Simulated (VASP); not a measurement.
Be, 2 atoms in the cell. It takes space group Fd-3m (No. 227, cubic). Conventional cell: a = 4.380 Å, b = 4.380 Å, c = 4.380 Å, α = 90.00°, β = 90.00°, γ = 90.00°. Be (site symmetry -43m) has 4 Be at 1.90 Å within 2.5 Å. 

- Program: VASP 6.6.1
- Task: relaxation of cell and atoms
- Functional: PBE
- Potentials or basis: VASP PAW PBE potentials, release 64 (Be)
- Cutoff: 600 eV
- k mesh: 8 × 8 × 8
- Occupations: methfessel-paxton, width 0.1 eV
- Spin: no spin polarisation
- Dipole correction: no
- Further INCAR settings: ALGO = Normal; EDIFF = 1e-07; IBRION = 2; EDIFFG = -0.01; NSW = 80; ISIF = 3

Potentials or basis: VASP PAW PBE potentials, release 64 (Be).

Command:

```sh
$ cat potpaw_PBE.64/Be/POTCAR > POTCAR
$ mpirun -np 1 vasp_std > vasp.out
```

Hardware: 1 thread of Intel Xeon 8259CL, on a shared host.

Question: How long does it take, and how much memory?

Answer: Wall time 27 s on 1 thread of Intel Xeon 8259CL, with other jobs on the host, peak memory 0.15 GiB. Counts: scf iterations 30, k points 29, ion steps 4.
